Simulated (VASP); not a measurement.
Input of a VASP 6.6.1 run:

Contents of INCAR:

```
ALGO     = Fast           # electronic algorithm
EDIFF    = 1E-6           # SCF threshold, eV
ENCUT    = 520            # plane-wave cutoff, eV
GGA      = PS             # functional
ISIF     = 2              # what is computed and relaxed
ISMEAR   = 0              # smearing method
LASPH    = T              # aspherical terms in the spheres
LCHARG   = F              # write CHGCAR
LREAL    = F              # projectors in reciprocal space
LWAVE    = F              # write WAVECAR
NBANDS   = 25             # bands
NELM     = 80             # most SCF steps
PREC     = Accurate       # precision mode
SIGMA    = 0.15           # smearing width, eV
```

Contents of KPOINTS:

```
k-points
0
Gamma
  12 12 14
```

Contents of POSCAR:

```
Ti
1.0
    4.6233000000      0.0000000000      0.0000000000
   -2.3116500000      4.0038952493      0.0000000000
    0.0000000000      0.0000000000      2.6584000000
Ti
3
Direct
    0.0000000000      0.0000000000      0.0000000000
    0.3333333333      0.6666666667      0.5000000000
    0.6666666667      0.3333333333      0.5000000000
```

Potentials or basis: VASP PAW PBE potentials, release 64 (Ti_sv).

Run with:

```bash
$ cat potpaw_PBE.64/Ti_sv/POTCAR > POTCAR
$ mpirun -np 1 vasp_std > vasp.out
```

Problem. Estimate the band gap on the k mesh.

Solution. Zero (bands 18 and 19 overlap by 0.36 eV).

Problem. What does it give for the pressure?

Solution. 0.5 GPa.

Stress tensor (GPa, compression positive):
```
-4.22  0.00  0.00
 0.00 -4.22  0.00
 0.00  0.00 10.09
```

Caveat: the stress differs along the axes, from -4 to 10 GPa; the PAW data sets were made with another functional, which shifts forces and pressure a little.
